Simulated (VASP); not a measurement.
# BN (F-43m) in VASP: vibrations by perturbation theory with PBEsol

Aim: the vibrations by perturbation theory of BN with PBEsol.

Everything below comes from runs of VASP 6.6.1. Logs are shortened: lines on timing, memory, paths and dates and some standing lists are left out, and cuts for length are marked.

### 1 The cell of the first run

Symmetry: F-43m, No. 216, cubic system. Conventional cell: a = 3.501 Å, b = 3.501 Å, c = 3.501 Å, α = 90.00°, β = 90.00°, γ = 90.00°. B (site symmetry -43m) has 4 N at 1.52 Å within 2.0 Å. Within 2.0 Å of N (site symmetry -43m) lie 4 B at 1.52 Å.

### 2 Vibrations by perturbation theory, PBEsol

Input file INCAR:

```
SYSTEM = BN
  PREC = Accurate
  ENCUT = 520
  EDIFF = 1E-8
  ISMEAR = 0
  SIGMA = 0.01
  LREAL = .FALSE.
  LASPH = .TRUE.
  NELM = 80
  ALGO = Normal
  ISIF = 2
  LWAVE = .FALSE.
  LCHARG = .FALSE.
  GGA = PS
  NBANDS = 11
  IBRION = 8
  NSW = 1
  LEPSILON = .TRUE.
```

Input file KPOINTS:

```
regular mesh
0
G
  12 12 12
  0 0 0
```

Input file POSCAR:

```
BN
1.0
    2.4656168713      0.0016200545     -0.2224336986
   -1.2241838204      2.1402471114      0.2224010042
   -1.0542440931     -0.8196278000      2.0845975094
B N
1 1
Direct
    1.0740747181      1.0329421050      0.1184028231
    0.5740742819      0.2829418950      0.8684021769
```

Potentials or basis: VASP PAW PBE potentials, release 64 (B, N).

Started as:

```sh
cat potpaw_PBE.64/B/POTCAR potpaw_PBE.64/N/POTCAR > POTCAR
mpirun -np 1 vasp_std > vasp.out
```

OUTCAR:

```text
SYSTEM = BN
   PREC = Accurate
   ENCUT = 520
   EDIFF = 1E-8
   ISMEAR = 0
   LREAL = .FALSE.
   LASPH = .TRUE.
   NELM = 80
   ISIF = 2
   GGA = PS
   IBRION = 8
   NSW = 1
   LEPSILON = .TRUE.

 ion  position               nearest neighbor table
   1  0.074  0.033  0.118-   2 1.52   2 1.52   2 1.52   2 1.52
   2  0.574  0.283  0.868-   1 1.52   1 1.52   1 1.52   1 1.52

  LATTYP: Found a face centered cubic cell.
 ALAT       =     3.5010701024

  Lattice vectors:

 A1 = (  -2.4656168713,  -0.0016200545,   0.2224336986)
 A2 = (  -1.2414330509,  -2.1418671659,   0.0000326944)
 A3 = (  -1.0542440931,  -0.8196278000,   2.0845975094)

Analysis of symmetry for initial positions (statically):
=====================================================================
 Subroutine PRICEL returns:
 Original cell was already a primitive cell.

 Routine SETGRP: Setting up the symmetry group for a
 face centered cubic supercell.

 Subroutine GETGRP returns: Found 24 space group operations
 (whereof  1 operations were pure point group operations)
 out of a pool of 48 trial point group operations.

The static configuration has the point symmetry C_1 .
 The point group associated with its full space group is T_d .

Analysis of symmetry for dynamics (positions and initial velocities):
=====================================================================
 Subroutine PRICEL returns:
 Original cell was already a primitive cell.

 Routine SETGRP: Setting up the symmetry group for a
 face centered cubic supercell.

 Subroutine GETGRP returns: Found 24 space group operations
 (whereof  1 operations were pure point group operations)
 out of a pool of 48 trial point group operations.

The dynamic configuration has the point symmetry C_1 .
 The point group associated with its full space group is T_d .

 Subroutine INISYM returns: Found 24 space group operations
 (whereof  1 operations are pure point group operations),
 and found     1 'primitive' translations

----------------------------------------------------------------------------------------

                                     Primitive cell

  volume of cell :      10.7286

  direct lattice vectors                    reciprocal lattice vectors
     2.465616871  0.001620055 -0.222433699     0.432846238  0.216007937  0.303834048
    -1.224183820  2.140247111  0.222401004     0.016678361  0.457218403  0.188205145
    -1.054244093 -0.819627800  2.084597509     0.044406800 -0.025730812  0.492049862

  length of vectors
     2.475630411  2.475630411  2.475634689     0.571253379  0.494720135  0.494719219

  position of ions in fractional coordinates (direct lattice)
     0.074074718  0.032942105  0.118402823
     0.574074282  0.282941895  0.868402177

  ion indices of the primitive-cell ions
   primitive index   ion index
                 1           1
                 2           2

----------------------------------------------------------------------------------------

 KPOINTS: regular mesh

Automatic generation of k-mesh.
 Grid dimensions read from file:
 generate k-points for:   12   12   12

[... 486 lines left out ...]

 Free energy of the ion-electron system (eV)
  ---------------------------------------------------
  ---------------------------------------------------
  free energy    TOTEN  =        -0.11231821 eV

  energy without entropy =       -0.11231821

------------------------ aborting loop because EDIFF is reached ----------------------------------------

--------------------------------------- Ionic step        2  -------------------------------------------

------------------------ aborting loop because EDIFF is reached ----------------------------------------

--------------------------------------- Ionic step        3  -------------------------------------------

------------------------ aborting loop because EDIFF is reached ----------------------------------------

 PIEZOELECTRIC TENSOR FIELD DIRECTION 3  (e Angst)
 -----------------------------------------------------------------------------
     0.35137  0.05964 -0.13583           (  0.00160  0.00027 -0.00062)
     0.05964  0.42018  0.07878           (  0.00027  0.00192  0.00036)
    -0.13583  0.07878 -0.77162           ( -0.00062  0.00036 -0.00352)

 PIEZOELECTRIC TENSOR FIELD DIRECTION 3  (C/m^2)
 -----------------------------------------------------------------------------
     0.52473  0.08906 -0.20284
     0.08906  0.62749  0.11765
    -0.20284  0.11765 -1.15231

--------------------------------------- Ionic step        4  -------------------------------------------

------------------------ aborting loop because EDIFF is reached ----------------------------------------

[... ionic steps 5 to 6 ...]

--------------------------------------- Ionic step        7  -------------------------------------------

 Free energy of the ion-electron system (eV)
  ---------------------------------------------------
  ---------------------------------------------------
  free energy    TOTEN  =        -0.23152238 eV

  energy without entropy =       -0.23152238

------------------------ aborting loop because EDIFF is reached ----------------------------------------

 INTERNAL STRAIN TENSOR  FOR ION    2  DIRECTION 1   (eV/Angst):
 -----------------------------------------------------------------------------
     1.05465 -6.16869  3.75841
    -6.17519  0.38673  0.64199
     3.76122  0.63091 -1.44705

 MACROSCOPIC STATIC DIELECTRIC TENSOR (including local field effects in DFT)
 ------------------------------------------------------
           4.554389     0.000002     0.000001
           0.000002     4.554392    -0.000001
           0.000001    -0.000001     4.554411
 ------------------------------------------------------

 PIEZOELECTRIC TENSOR (including local field effects)  for field in x, y, z        (e  Angst)
          XX          YY          ZZ          XY          YZ          ZX
  --------------------------------------------------------------------------------
  x     0.09904     0.03678    -0.13582    -0.57766     0.05966     0.35151
  y    -0.57766     0.49896     0.07870     0.03678     0.41985     0.05966
  z     0.35151     0.41985    -0.77136     0.05966     0.07870    -0.13582

 PIEZOELECTRIC TENSOR (including local field effects)  for field in x, y, z        (C/m^2)
          XX          YY          ZZ          XY          YZ          ZX
  --------------------------------------------------------------------------------
  x     0.14790     0.05493    -0.20284    -0.86266     0.08910     0.52493
  y    -0.86266     0.74514     0.11753     0.05493     0.62700     0.08910
  z     0.52493     0.62700    -1.15193     0.08910     0.11753    -0.20284

 BORN EFFECTIVE CHARGES (including local field effects) (in |e|, cummulative output)
 ---------------------------------------------------------------------------------
 ion    1
    1     1.85600     0.00000     0.00000
    2     0.00000     1.85600    -0.00000
    3     0.00000    -0.00000     1.85601
 ion    2
    1    -1.85600    -0.00000    -0.00000
    2    -0.00000    -1.85600     0.00000
    3    -0.00000     0.00000    -1.85601

 INTERNAL STRAIN TENSOR FOR ION    2 for displacements in x,y,z  (eV/Angst):
          X           Y           Z          XY          YZ          ZX
  --------------------------------------------------------------------------------
  x     1.05810     0.39297    -1.45108    -6.17144     0.63742     3.75532
  y    -6.17144     5.33068     0.84077     0.39297     4.48550     0.63742
  z     3.75532     4.48550    -8.24086     0.63742     0.84077    -1.45108

 SECOND DERIVATIVES (NOT SYMMETRIZED)
 ------------------------------------
               1X          1Y          1Z          2X          2Y          2Z
  1X   -30.533629   -0.000014   -0.000009   30.533629    0.000014    0.000009
  1Y    -0.000014  -30.533646    0.000005    0.000014   30.533646   -0.000005
  1Z    -0.000009    0.000005  -30.533774    0.000009   -0.000005   30.533774
  2X    30.543485    0.000014    0.000009  -30.543485   -0.000014   -0.000009
  2Y     0.000014   30.543501   -0.000005   -0.000014  -30.543501    0.000005
  2Z     0.000009   -0.000005   30.543630   -0.000009    0.000005  -30.543630

 Eigenvectors and eigenvalues of the dynamical matrix
 ----------------------------------------------------

   1 f  =   34.977595 THz   219.770709 2PiTHz 1166.726970 cm-1   144.655643 meV
             X         Y         Z           dx          dy          dz
      0.017487 -0.026422  0.237672     0.044069   -0.025529    0.749407
      0.153566 -0.105271  1.745502    -0.038731    0.022436   -0.658629
[... 21 lines left out ...]
   6 f/i=    0.002799 THz     0.017585 2PiTHz    0.093357 cm-1     0.011575 meV
             X         Y         Z           dx          dy          dz
      0.017487 -0.026422  0.237672     0.038880   -0.022382    0.658622
      0.153566 -0.105271  1.745502     0.044238   -0.025467    0.749399

--------------------------------------------------------------------------------------------------------

 MACROSCOPIC STATIC DIELECTRIC TENSOR IONIC CONTRIBUTION
 ------------------------------------------------------
           1.902527     0.000001     0.000001
           0.000001     1.902528    -0.000000
           0.000001    -0.000000     1.902536
 ------------------------------------------------------

 ELASTIC MODULI CONTR FROM IONIC RELAXATION (kBar)
 Direction    XX          YY          ZZ          XY          YZ          ZX
 --------------------------------------------------------------------------------
 XX        -254.5989     74.6849    179.9149     31.3373    113.9071     25.8355
 YY          74.6849   -232.5413    157.8570    -12.0772   -133.4040      7.8096
 ZZ         179.9149    157.8570   -337.7735    -19.2603     19.4969    -33.6452
 XY          31.3373    -12.0772    -19.2603   -184.5780      7.8095    113.9072
 YZ         113.9071   -133.4040     19.4969      7.8095   -101.4071    -19.2605
 ZX          25.8355      7.8096    -33.6452    113.9072    -19.2605    -79.3491
 --------------------------------------------------------------------------------

 PIEZOELECTRIC TENSOR IONIC CONTR  for field in x, y, z        (C/m^2)
          XX          YY          ZZ          XY          YZ          ZX
  --------------------------------------------------------------------------------
  x    -0.09491    -0.03525     0.13015     0.55355    -0.05717    -0.33683
  y     0.55355    -0.47813    -0.07541    -0.03525    -0.40233    -0.05717
  z    -0.33683    -0.40233     0.73916    -0.05717    -0.07541     0.13015
```

It took 4.9 min on 1 thread of Intel Xeon 6975P-C (Granite Rapids), shared host; peak memory 0.31 GiB.

What came out:

- Electronic dielectric tensor (diagonal): 4.55
- Born charges (mean of the diagonal): B +1.86; N -1.86 e
- Highest phonon frequency at Γ, LO-TO splitting left out: 1167 cm⁻¹

Phonon frequencies in cm⁻¹ (negative: imaginary):
```tsv
q point	frequencies
(0.000, 0.000, 0.000)	0 0 0 1167 1167 1167
```

Electronic dielectric tensor:
```
4.55 0.00 0.00
0.00 4.55 0.00
0.00 0.00 4.55
```

Born effective charge tensors (e):
atom 1, B
```
1.86 0.00 0.00
0.00 1.86 0.00
0.00 0.00 1.86
```
atom 2, N
```
-1.86  0.00  0.00
 0.00 -1.86  0.00
 0.00  0.00 -1.86
```

Caveat: the cell wasn't relaxed at this level first, which shifts response properties.
